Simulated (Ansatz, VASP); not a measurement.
# Nb in VASP and in Ansatz

INCAR

```
PREC = Accurate
ENCUT = 520
EDIFF = 1E-6
ISMEAR = 0
SIGMA = 0.15
LREAL = F
LASPH = T
NELM = 80
ALGO = Fast
ISIF = 2
LWAVE = F
LCHARG = F
GGA = PS
NBANDS = 12
```

File KPOINTS:

```
Automatic mesh
0
Gamma
  22 22 22
```

File POSCAR:

```
Nb
1.0
   -0.2232736111      2.0094624999      2.0094624999
    2.0094624999     -0.2232736111      2.0094624999
    2.0094624999      2.0094624999     -0.2232736111
Nb
1
Direct
    0.0000000000      0.0000000000      0.0000000000
```

Input for Ansatz:

```yaml
crystal:
  lattice:
    - [-0.2232736111, 2.0094624999, 2.0094624999]
    - [2.0094624999, -0.2232736111, 2.0094624999]
    - [2.0094624999, 2.0094624999, -0.2232736111]
  atoms:
    - { symbol: Nb, position: [0.0, 0.0, 0.0] }
basis:
  ecutwfc: 420
kpoints:
  mp_grid: { grid: [22, 22, 22] }
hamiltonian:
  xc: pbesol
scf:
  occupations: { method: gaussian, width: 0.15 }
output:
  forces: true
  stress: true
  eigenvalues: true
```

Alike in both runs: task single point; functional PBEsol; k mesh 22 × 22 × 22; occupations gaussian, width 0.15 eV; no spin polarisation.

|  | VASP | Ansatz |
| --- | --- | --- |
| version | VASP 6.6.1 | Ansatz 0.2.0 |
| potentials or method | VASP PAW PBE potentials, release 64 (Nb_sv), cutoff 520 eV | scalar-relativistic, plane waves, PAW |
| valence electrons in the cell | 13 | 13 |

Ansatz gave:

```
gap on the k mesh at the Fermi level (eV)                     : none
pressure (GPa)                                                : -8.4
traceless stress, the component that is largest in VASP (GPa) : -1.05
```

Question: Estimate VASP's values.

Answer: gap on the k mesh at the Fermi level (eV): none; pressure (GPa): -8.6; traceless stress, the component that is largest in VASP (GPa): -1.01.

VASP's potentials were made for PBE, not for PBEsol. A gap of «none» marks a metal or a gap that the smearing closes.
